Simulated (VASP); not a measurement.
Input of a VASP 6.6.1 run:

File INCAR:

```
SYSTEM = SiC
ALGO     = Normal         ! electronic algorithm
EDIFF    = 1E-6           ! SCF threshold, eV
ENCUT    = 600            ! plane-wave cutoff, eV
GGA      = RE             ! functional
GGA_COMPAT= .FALSE.      
ISIF     = 2              ! what is computed and relaxed
ISMEAR   = -1             ! smearing method
IVDW     = 12             ! dispersion correction
LASPH    = .TRUE.         ! aspherical terms in the spheres
LCHARG   = .FALSE.        ! write CHGCAR
LREAL    = .FALSE.        ! projectors in reciprocal space
LWAVE    = .FALSE.        ! write WAVECAR
NBANDS   = 11             ! bands
NELM     = 120            ! most SCF steps
PREC     = Accurate       ! precision mode
SIGMA    = 0.05           ! smearing width, eV
```

Contents of KPOINTS:

```
k-points
0
G
  10 10 10
  0 0 0
```

Contents of POSCAR:

```
SiC
1.0
    0.0000000000      2.1495504440      2.1495504440
    2.1495504440      0.0000000000      2.1495504440
    2.1495504440      2.1495504440      0.0000000000
Si C
1 1
Direct
    0.0000000000      0.0000000000      0.0000000000
    0.7500000000      0.7500000000      0.7500000000
```

Potentials or basis: VASP PAW PBE potentials, release 64 (Si, C).

Launch:

```sh
$ cat potpaw_PBE.64/Si/POTCAR potpaw_PBE.64/C/POTCAR > POTCAR
$ mpirun -np 1 vasp_std > vasp.out
```

**Question.** Estimate the band gap on the k mesh.

**Answer.** 1.32 eV, indirect (least direct gap 4.57 eV).

**Question.** Predict the dispersion energy per atom.

**Answer.** -0.625 eV.

**Question.** Estimate the pressure.

**Answer.** 5.0 GPa.

Caveat: the PAW data sets were made with another functional, which shifts forces and pressure a little. A k mesh can miss the band edges.
